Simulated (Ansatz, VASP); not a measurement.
One calculation of TiO2, two programs

Contents of POSCAR:

```
TiO2
1.0
    4.5243754496      0.0000000000      0.0000000000
    0.0000000000      4.5243754496      0.0000000000
    0.0000000000      0.0000000000      2.9309898249
Ti O
2 4
Direct
    0.0000000000      0.0000000000      0.0000000000
    0.5000000000      0.5000000000      0.5000000000
    0.3033968041      0.3033968041      0.0000000000
    0.1966031959      0.8033968041      0.5000000000
    0.6966031959      0.6966031959      0.0000000000
    0.8033968041      0.1966031959      0.5000000000
```

The input INCAR.step1:

```
PREC     = Accurate       # precision mode
ENCUT    = 520            # plane-wave cutoff, eV
ISMEAR   = 0              # smearing method
SIGMA    = 0.01           # smearing width, eV
LREAL    = F              # projectors in reciprocal space
LASPH    = T              # aspherical terms in the spheres
NELM     = 100            # most SCF steps
NBANDS   = 33             # bands
GGA      = PE             # functional
ALGO     = Normal         # electronic algorithm
EDIFF    = 1E-4           # SCF threshold, eV
LWAVE    = T              # write WAVECAR
LCHARG   = F              # write CHGCAR
```

Contents of INCAR.step2:

```
PREC     = Accurate       # precision mode
ENCUT    = 520            # plane-wave cutoff, eV
EDIFF    = 1E-6           # SCF threshold, eV
ISMEAR   = 0              # smearing method
SIGMA    = 0.01           # smearing width, eV
LREAL    = F              # projectors in reciprocal space
LASPH    = T              # aspherical terms in the spheres
NELM     = 100            # most SCF steps
ALGO     = Normal         # electronic algorithm
ISIF     = 2              # what is computed and relaxed
LWAVE    = F              # write WAVECAR
LCHARG   = F              # write CHGCAR
METAGGA  = R2SCAN         # meta-GGA
LMIXTAU  = T            
NBANDS   = 33             # bands
ISTART   = 1
```

The input KPOINTS:

```
regular mesh
0
Gamma
  4 4 6
```

Input for Ansatz:

```yaml
crystal:
  lattice:
    - [4.52437544958, 0.0, 0.0]
    - [0.0, 4.52437544958, 0.0]
    - [0.0, 0.0, 2.93098982487]
  atoms:
    - { symbol: Ti, position: [0.0, 0.0, 0.0] }
    - { symbol: Ti, position: [0.5, 0.5, 0.5] }
    - { symbol: O, position: [0.303396804138, 0.303396804138, 0.0] }
    - { symbol: O, position: [0.196603195862, 0.803396804138, 0.5] }
    - { symbol: O, position: [0.696603195862, 0.696603195862, 0.0] }
    - { symbol: O, position: [0.803396804138, 0.196603195862, 0.5] }
kpoints:
  mp_grid: { grid: [4, 4, 6] }
scf:
  occupations: { method: fixed }
  convergence: { dr2_threshold: 1.0e-10 }
hamiltonian:
  xc: r2scan
  pseudopotentials: { kind: paw }
output:
  forces: true
  stress: true
  eigenstates:
    kpoints:
      - [0.0, 0.0, 0.0]
      - [0.5, 0.5, 0.0]
      - [0.0, 0.5, 0.5]
      - [0.5, 0.0, 0.5]
      - [0.0, 0.0, -0.5]
      - [-0.5, -0.5, -0.5]
      - [0.0, -0.5, 0.0]
      - [-0.5, 0.0, 0.0]
  eigenvalues: true
```

Alike in both runs: task single point; functional r2SCAN; k mesh 4 × 4 × 6; no spin polarisation.

```csv
,VASP,Ansatz
version,VASP 6.6.1,Ansatz 0.2.0
potentials or method,"VASP PAW PBE potentials, release 64 (Ti_sv, O)","PAW with Ansatz's default frozen-core files, scalar-relativistic"
plane-wave cutoff (eV),520,500
occupations,"gaussian, width 0.01 eV",fixed
valence electrons in the cell,48,48
```

```csv
,VASP,Ansatz,Ansatz less VASP
gap on the k mesh at the Fermi level (eV),2.28,2.27,-0.007
pressure (GPa),11.4,10.0,-1.40
"traceless stress, the component that is largest in VASP (GPa)",0.42,-0.01,-0.438
rms of the force components (eV/Å),0.013,0.000,-0.0128
```

VASP's potentials were made for PBE, not for r2SCAN. Atom by atom the forces differ by 0.013 eV/Å (rms over components).
